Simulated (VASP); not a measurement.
Wanted: the native input for a VASP 6.6.1 run.

```yaml
Task: single point
Functional: PBE
Potentials_or_basis: VASP PAW PBE potentials, release 64 (Al, In_d, As)
Cutoff: 520 eV
k_mesh: 3 × 3 × 3
Occupations: gaussian, width 0.1 eV
Spin: no spin polarisation
Dipole_correction: no
Further_INCAR_settings: ALGO = Normal; EDIFF = 1e-06; NBANDS = 41
```

The structure of Al5InAs6 lies in POSCAR:

```
Al5InAs6
1.0
   -3.5430338920      6.1367147139     -0.0000000152
   -7.0860677840      0.0000000000      0.0000000000
   -3.5430338920      2.0455715880      6.7260116949
Al In As
5 1 6
Direct
    0.1664950000      0.8376430000      0.4998450000
    0.8376430000      0.4960170000      0.4998450000
    0.4960170000      0.1664950000      0.4998450000
    0.9985000000      0.9985000000      0.0045000000
    0.3357260000      0.3357260000      0.9928220000
    0.6666240000      0.6666240000      0.0001280000
    0.2728050000      0.9766920000      0.1303800000
    0.9766920000      0.6201230000      0.1303800000
    0.6201230000      0.2728050000      0.1303800000
    0.1225090000      0.1225090000      0.6324730000
    0.7976010000      0.7976010000      0.6071970000
    0.4602640000      0.4602640000      0.6192080000
```

One way to write it, as run:

INCAR

```
SYSTEM = Al5InAs6
PREC = Accurate
ENCUT = 520
EDIFF = 1E-6
ISMEAR = 0
SIGMA = 0.1
LREAL = .FALSE.
LASPH = .TRUE.
NELM = 60
ALGO = Normal
ISIF = 2
LWAVE = .FALSE.
LCHARG = .FALSE.
GGA = PE
NBANDS = 41
```

KPOINTS

```
regular mesh
0
G
  3 3 3
  0 0 0
```

Potentials or basis: VASP PAW PBE potentials, release 64 (Al, In_d, As).

Launch:

```sh
$ cat potpaw_PBE.64/Al/POTCAR potpaw_PBE.64/In_d/POTCAR potpaw_PBE.64/As/POTCAR > POTCAR
$ mpirun -np 1 vasp_std > vasp.out
```

Results of the run:

```yaml
Pressure: 0.1 GPa
Largest_force: 0.005 eV/Å
Band_gap_on_the_k_mesh: 1.35 eV
```

Caveat: spin-orbit coupling is left out, which moves the levels of the heavy elements.

It took 87 s on 1 thread of Intel(R) Xeon(R) Platinum 8488C (Sapphire Rapids) (shared host), peak memory 0.43 GiB.
